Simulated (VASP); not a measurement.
# Si16Ge (a cell with a defect) in VASP: notebook

Si16Ge (a cell with a defect) is run at these levels: PBEsol; tasks: single point.

All numbers are computed with VASP 6.6.1; they aren't measurements. Logs are shortened: lines on timing, memory, paths and dates and some standing lists are left out, and cuts for length are marked.

### Step 1. The cell of the first run

The cell holds a defect, 17 atoms: a = 7.679 Å, b = 7.679 Å, c = 7.679 Å, α = 60.00°, β = 60.00°, γ = 60.00°.

### Step 2. Single point, PBEsol

The input, INCAR:

```
PREC     = Accurate       # precision mode
ENCUT    = 520            # plane-wave cutoff, eV
EDIFF    = 1E-6           # SCF threshold, eV
ISMEAR   = 0              # smearing method
SIGMA    = 0.05           # smearing width, eV
LREAL    = Auto         
LASPH    = T              # aspherical terms in the spheres
NELM     = 60             # most SCF steps
ALGO     = Normal         # electronic algorithm
ISIF     = 2              # what is computed and relaxed
LWAVE    = F              # write WAVECAR
LCHARG   = F              # write CHGCAR
GGA      = PS             # functional
NBANDS   = 53             # bands
```

The input, KPOINTS:

```
regular mesh
0
Gamma
  2 2 2
```

The input, POSCAR:

```
Si16Ge
1.0
    0.0000000000      5.4300000000      5.4300000000
    5.4300000000      0.0000000000      5.4300000000
    5.4300000000      5.4300000000      0.0000000000
Si Ge
16 1
Direct
   -0.0104186004     -0.0111077348     -0.0099217311
    0.1113547882      0.1106641805      0.1118553407
    0.0085921731      0.0079218232      0.4750297422
    0.1290650092      0.1283828729      0.6142523020
    0.0086037753      0.4738406077      0.0090971455
    0.1290668508      0.6130655617      0.1295648250
    0.0072923573      0.4996967772      0.5008767035
    0.1413193370      0.6182020258      0.6193793738
    0.4745285451      0.0079267035      0.0090939227
    0.6137558932      0.1283840700      0.1295652855
    0.5003784530      0.0066139963      0.5008782689
    0.6188808471      0.1406412523      0.6193823204
    0.5003783610      0.4996971455      0.0077921731
    0.6188816759      0.6182023020      0.1418183241
    0.5100941989      0.5094151934      0.5105940147
    0.6342644567      0.6335847145      0.6347642726
    0.8584160221      0.8577267035      0.8589195212
```

Potentials or basis: VASP PAW PBE potentials, release 64 (Si, Ge_d).

On the command line:

```
cat potpaw_PBE.64/Si/POTCAR potpaw_PBE.64/Ge_d/POTCAR > POTCAR
mpirun -np 1 vasp_std > vasp.out
```

OUTCAR:

```text
PREC = Accurate
   ENCUT = 520
   EDIFF = 1E-6
   ISMEAR = 0
   LREAL = Auto
   LASPH = T
   NELM = 60
   ISIF = 2
   GGA = PS

 ion  position               nearest neighbor table
   1  0.990  0.989  0.990-   2 2.29  10 2.36   4 2.36   6 2.36  17 2.47
   2  0.111  0.111  0.112-   9 2.29   3 2.29   5 2.29   1 2.29
   3  0.009  0.008  0.475-   2 2.29   4 2.39  17 2.43  12 2.45   8 2.45
   4  0.129  0.128  0.614-  11 2.33   7 2.33   1 2.36   3 2.39  17 2.95
   5  0.009  0.474  0.009-   2 2.29   6 2.39  17 2.43   8 2.45  14 2.45
   6  0.129  0.613  0.130-  13 2.33   7 2.33   1 2.36   5 2.39  17 2.95
   7  0.007  0.500  0.501-   8 2.33   6 2.33   4 2.33  16 2.34
   8  0.141  0.618  0.619-  15 2.32   7 2.33   5 2.45   3 2.45  17 2.62
   9  0.475  0.008  0.009-   2 2.29  10 2.39  17 2.43  12 2.45  14 2.45
  10  0.614  0.128  0.130-  11 2.33  13 2.33   1 2.36   9 2.39  17 2.95
  11  0.500  0.007  0.501-  12 2.33  10 2.33   4 2.33  16 2.34
  12  0.619  0.141  0.619-  15 2.32  11 2.33   3 2.45   9 2.45  17 2.62
  13  0.500  0.500  0.008-  14 2.33   6 2.33  10 2.33  16 2.34
  14  0.619  0.618  0.142-  15 2.32  13 2.33   5 2.45   9 2.45  17 2.62
  15  0.510  0.509  0.511-  12 2.32   8 2.32  14 2.32  16 2.34
  16  0.634  0.634  0.635-  15 2.34  13 2.34   7 2.34  11 2.34
  17  0.858  0.858  0.859-   5 2.43   9 2.43   3 2.43   1 2.47  14 2.62   8 2.62  12 2.62   6 2.95
                            10 2.95   4 2.95

  LATTYP: Found a face centered cubic cell.
 ALAT       =    10.8600000000

  Lattice vectors:

 A1 = (   0.0000000000,   5.4300000000,   5.4300000000)
 A2 = (   5.4300000000,   0.0000000000,   5.4300000000)
 A3 = (   5.4300000000,   5.4300000000,   0.0000000000)

Analysis of symmetry for initial positions (statically):
=====================================================================
 Subroutine PRICEL returns:
 Original cell was already a primitive cell.

 Routine SETGRP: Setting up the symmetry group for a
 face centered cubic supercell.

 Subroutine GETGRP returns: Found  1 space group operations
 (whereof  1 operations were pure point group operations)
 out of a pool of 48 trial point group operations.

The static configuration has the point symmetry C_1 .

Analysis of symmetry for dynamics (positions and initial velocities):
=====================================================================
 Subroutine PRICEL returns:
 Original cell was already a primitive cell.

 Routine SETGRP: Setting up the symmetry group for a
 face centered cubic supercell.

 Subroutine GETGRP returns: Found  1 space group operations
 (whereof  1 operations were pure point group operations)
 out of a pool of 48 trial point group operations.

The dynamic configuration has the point symmetry C_1 .

 Subroutine INISYM returns: Found  1 space group operations
 (whereof  1 operations are pure point group operations),
 and found     1 'primitive' translations

----------------------------------------------------------------------------------------

                                     Primitive cell

  volume of cell :     320.2060

  direct lattice vectors                    reciprocal lattice vectors
     0.000000000  5.430000000  5.430000000    -0.092081031  0.092081031  0.092081031
     5.430000000  0.000000000  5.430000000     0.092081031 -0.092081031  0.092081031
     5.430000000  5.430000000  0.000000000     0.092081031  0.092081031 -0.092081031

  length of vectors
     7.679179644  7.679179644  7.679179644     0.159489025  0.159489025  0.159489025

  position of ions in fractional coordinates (direct lattice)
     0.989581400  0.988892265  0.990078269
     0.111354788  0.110664181  0.111855341
     0.008592173  0.007921823  0.475029742
     0.129065009  0.128382873  0.614252302
     0.008603775  0.473840608  0.009097146
     0.129066851  0.613065562  0.129564825
[... 9 lines left out ...]
     0.634264457  0.633584715  0.634764273
     0.858416022  0.857726703  0.858919521

  ion indices of the primitive-cell ions
   primitive index   ion index
                 1           1
                 2           2
                 3           3
                 4           4
                 5           5
                 6           6
[... 9 lines left out ...]
                16          16
                17          17

----------------------------------------------------------------------------------------

 KPOINTS: regular mesh

Automatic generation of k-mesh.
 Grid dimensions read from file:
 generate k-points for:    2    2    2

 Generating k-lattice:

  Cartesian coordinates                     Fractional coordinates (reciprocal lattice)
    -0.046040516  0.046040516  0.046040516     0.500000000  0.000000000  0.000000000
     0.046040516 -0.046040516  0.046040516     0.000000000  0.500000000  0.000000000
     0.046040516  0.046040516 -0.046040516     0.000000000  0.000000000  0.500000000

  Length of vectors
     0.079744512  0.079744512  0.079744512

  Shift w.r.t. Gamma in fractional coordinates (k-lattice)
     0.000000000  0.000000000  0.000000000

 Subroutine IBZKPT returns following result:
 ===========================================

 Found      8 irreducible k-points:

 Following reciprocal coordinates:
            Coordinates               Weight
  0.000000  0.000000  0.000000      1.000000
  0.500000  0.000000  0.000000      1.000000
  0.000000  0.500000  0.000000      1.000000
  0.000000  0.000000  0.500000      1.000000
  0.500000  0.500000  0.500000      1.000000
  0.500000  0.500000  0.000000      1.000000
  0.000000  0.500000  0.500000      1.000000
  0.500000  0.000000  0.500000      1.000000
   k-points           NKPTS =      8   k-points in BZ     NKDIM =      8   number of bands    NBANDS=     53
   number of dos      NEDOS =    301   number of ions     NIONS =     17
   total plane-waves  NPLWV = 216000
   dimension x,y,z NGX =    60 NGY =   60 NGZ =   60
   dimension x,y,z NGXF=   120 NGYF=  120 NGZF=  120
   ions per type =              16   1
   NGX,Y,Z   is equivalent  to a cutoff of  12.99, 12.99, 12.99 a.u.
   NGXF,Y,Z  is equivalent  to a cutoff of  25.98, 25.98, 25.98 a.u.
 SYSTEM =  unknown system
   PREC   = accura    normal or accurate (medium, high low for compatibility)
   ISTART =      0    job   : 0-new  1-cont  2-samecut
   ICHARG =      2    charge: 1-file 2-atom 10-const
   ISPIN  =      1    spin polarized calculation?
   LNONCOLLINEAR =      F non collinear calculations
   LSORBIT =      F    spin-orbit coupling
   LASPH  =      T    aspherical Exc in radial PAW
   ENCUT  =  520.0 eV  38.22 Ry    6.18 a.u.  14.28 14.28 14.28*2*pi/ulx,y,z
   NELM   =     60;   NELMIN=  2; NELMDL= -5     # of ELM steps
   EDIFF  = 0.1E-05   stopping-criterion for ELM
   LREAL  =      T    real-space projection
   EDIFFG = 0.1E-04   stopping-criterion for IOM
   NSW    =      0    number of steps for IOM
   IBRION =     -1    ionic relax: 0-MD 1-quasi-New 2-CG
   NFREE  =      0    steps in history (QN), initial steepest desc. (CG)
   ISIF   =      2    stress and relaxation
   ISYM   =      2    0-nonsym 1-usesym 2-fastsym
   POTIM  = 0.5000    time-step for ionic-motion
   TEBEG  =    0.0;   TEEND  =   0.0 temperature during run
   PSTRESS=    0.0 pullay stress
   NELECT =      78.0000    total number of electrons
   NUPDOWN=      -1.0000    fix difference up-down
   EMIN   =  10.00;   EMAX   =-10.00  energy-range for DOS
   EFERMI =   0.00;   METHOD = LEGACY
   ISMEAR =     0;   SIGMA  =   0.05  broadening in eV -4-tet -1-fermi 0-gaus
   EFERMI_NEDOS =   21; number of points for ismear=-14 and -15
   IALGO  =     38    algorithm
   IMIX   =      4    mixing-type and parameters
     AMIX     =   0.40;   BMIX     =  1.00
     AMIX_MAG =   1.60;   BMIX_MAG =  1.00
  volume/ion in A,a.u.               =      18.84       127.11
  Fermi-wavevector in a.u.,A,eV,Ry     =   1.022421  1.932096 14.222785  1.045345
  Thomas-Fermi vector in A             =   2.156100
   LORBIT       =      0    0 simple, 1 ext, 2 COOP (PROOUT), +10 PAW based schemes
   GGA     = PS    functional components
   LHFCALC =     F    Hartree Fock is set to
   AEXX    =    0.0000 exact exchange contribution
   IVDW    =     0    specifies the selected vdW correction
   LEPSILON=     F    determine dielectric tensor
   LRPA    =     F    only Hartree local field effects (RPA)
 non-spin polarized calculation
 Gauss-broadening in eV      SIGMA  =   0.05
  energy-cutoff  :      520.00
  volume of cell :      320.21
 maximum number of plane-waves:      8646
 NGX is ok and might be reduce to    60
   NGX = 29   NGY = 29   NGZ = 29

 number of electron      77.9999997 magnetization

 Free energy of the ion-electron system (eV)
  ---------------------------------------------------
  ext. energy  EPLUGINS =         0.00000000
  ---------------------------------------------------
  free energy    TOTEN  =       -92.66975215 eV

  energy without entropy =      -92.65892519  energy(sigma->0) =      -92.66433867

 E-fermi :   6.7924     XC(G=0):  -9.8905

 val. band max:        6.6182459977   @ k =   0.0000   0.0000   0.0000
 cond. band min:       6.8039581988   @ k =   0.0000   0.0000   0.0000
 fundamental gap:      0.1857122011
 Fermi energy:         6.7924488230

 k-point     1 :       0.0000    0.0000    0.0000
  band No.  band energies     occupation
      1     -18.2498      2.00000
      2     -18.2471      2.00000
      3     -18.2471      2.00000
      4     -18.2322      2.00000
      5     -18.2322      2.00000
      6      -6.5785      2.00000
[... 43 lines left out ...]
     50       8.1153      0.00000
     51       8.8550      0.00000

 k-point     2 :       0.5000    0.0000    0.0000
  band No.  band energies     occupation
      1     -18.2498      2.00000
      2     -18.2471      2.00000
      3     -18.2471      2.00000
      4     -18.2322      2.00000
      5     -18.2322      2.00000
      6      -6.2360      2.00000
[... 316 lines left out ...]
 k-point     8 :       0.5000    0.0000    0.5000
  band No.  band energies     occupation
      1     -18.2498      2.00000
      2     -18.2471      2.00000
      3     -18.2471      2.00000
      4     -18.2322      2.00000
      5     -18.2322      2.00000
      6      -6.1355      2.00000
[... 43 lines left out ...]
     50      10.2110      0.00000
     51      10.3217      0.00000
 [bands above 51 left out]

------------------------ aborting loop because EDIFF is reached ----------------------------------------

  FORCE on cell =-STRESS in cart. coord.  units (eV):
  Direction    XX          YY          ZZ          XY          YZ          ZX
  --------------------------------------------------------------------------------------
  -------------------------------------------------------------------------------------
  Total        8.8102839      8.8063889      8.8090763     -0.3784170     -0.3796333     -0.3790817
  in kB       44.0829859     44.0634968     44.0769434     -1.8934406     -1.8995267     -1.8967665
  external PRESSURE =      44.0744754 kB  Pullay stress =       0.0000000 kB

 VOLUME and BASIS-vectors are now :
 -----------------------------------------------------------------------------
  energy-cutoff  :      520.00
  volume of cell :      320.21
      direct lattice vectors                 reciprocal lattice vectors
     0.000000000  5.430000000  5.430000000    -0.092081031  0.092081031  0.092081031
     5.430000000  0.000000000  5.430000000     0.092081031 -0.092081031  0.092081031
     5.430000000  5.430000000  0.000000000     0.092081031  0.092081031 -0.092081031

 POSITION                                       TOTAL-FORCE (eV/Angst)
 -----------------------------------------------------------------------------------
     10.74581     10.74955     10.74311         0.093100      0.094077      0.093353
      1.20828      1.21203      1.20556         0.066766      0.065660      0.067184
      2.62243      2.62607      0.08967         0.022494      0.020108     -0.088393
      4.03251      4.03621      1.39794         0.009015      0.009483     -0.032039
      2.62235      0.09612      2.61967         0.022413     -0.091847      0.023681
      4.03248      1.40437      4.02978         0.009640     -0.029283      0.008605
[... 9 lines left out ...]
      6.88713      6.89083      6.88442        -0.047411     -0.047368     -0.047568
      9.32139      9.32513      9.31866         0.157249      0.157838      0.156668
 -----------------------------------------------------------------------------------
    total drift:                                0.002546     -0.004836      0.012411

  FREE ENERGIE OF THE ION-ELECTRON SYSTEM (eV)
  ---------------------------------------------------
  free  energy   TOTEN  =       -92.6697521482 eV

  energy  without entropy=      -92.6589251914  energy(sigma->0) =      -92.66433867
```

Wall time 80 s (1 thread of Intel Xeon 6975P-C (Granite Rapids), shared host); peak memory 0.49 GiB.

Results:

```
Free energy            : -92.6698 eV
Pressure               : 4.4 GPa
Largest force          : 0.272 eV/Å
Band gap on the k mesh : zero (band 39 reaches 6.84 eV, above the bottom of band 40 at 6.62 eV)
```

Forces on the atoms (eV/Å):
```
Si   0.093  0.094  0.093
Si   0.067  0.066  0.067
Si   0.022  0.020 -0.088
Si   0.009  0.009 -0.032
Si   0.022 -0.092  0.024
Si   0.010 -0.029  0.009
Si  -0.028 -0.027 -0.027
Si  -0.024 -0.031 -0.031
Si  -0.090  0.020  0.024
Si  -0.031  0.010  0.008
Si  -0.027 -0.025 -0.027
Si  -0.031 -0.023 -0.031
Si  -0.027 -0.027 -0.029
Si  -0.032 -0.031 -0.025
Si  -0.043 -0.044 -0.043
Si  -0.047 -0.047 -0.048
Ge   0.157  0.158  0.157
```

Caveat: the k points lie up to 0.50 Å⁻¹ apart; the PAW data sets were made with another functional, which shifts forces and pressure a little.

(Continued in part 2 of 2.)
